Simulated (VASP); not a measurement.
# Si: single point with LDA

The system is Si.

```
CELL_PARAMETERS angstrom
-3.30102 3.30102 1.90825
3.30102 -3.30102 1.90825
3.30102 3.30102 -1.90825
ATOMIC_POSITIONS crystal
Si 0.17885 0.17885 0.35769
Si 0.82115 0.82115 0.64231
Si 0.17885 0.82115 0.00000
Si 0.82115 0.17885 0.00000
```

- Program: VASP 6.6.1
- Task: single point
- Functional: LDA
- Potentials or basis: VASP PAW LDA potentials, release 64 (Si)
- Cutoff: 520 eV
- k mesh: 10 × 10 × 10
- Occupations: gaussian, width 0.03 eV
- Spin: no spin polarisation

```json
{
 "Pressure": "0.1 GPa",
 "Band gap on the k mesh": "0.20 eV (least direct gap 0.26 eV)"
}
```

Stress tensor (GPa, compression positive):
```
0.10 0.00 0.00
0.00 0.10 0.00
0.00 0.00 0.01
```

Levels at points of the mesh, in eV from the valence-band top:
```tsv
k point	band 6	band 7	band 8	band 9	band 10	band 11
(0.00, 0.00, 0.00)	-1.52	-1.52	-0.57	1.36	1.56	1.56
(0.50, 0.00, 0.00)	-3.60	-2.44	-1.45	0.71	2.32	2.92
(0.50, 0.50, 0.00)	-2.05	-1.96	-1.66	1.54	1.83	1.86
(0.50, 0.50, 0.50)	-0.23	0.00	0.00	0.26	3.33	3.47
```

It took 96 s on 1 thread of Intel(R) Xeon(R) 6975P-C (Granite Rapids), with other jobs on the host, peak memory 0.24 GiB.

A k mesh can miss the band edges.
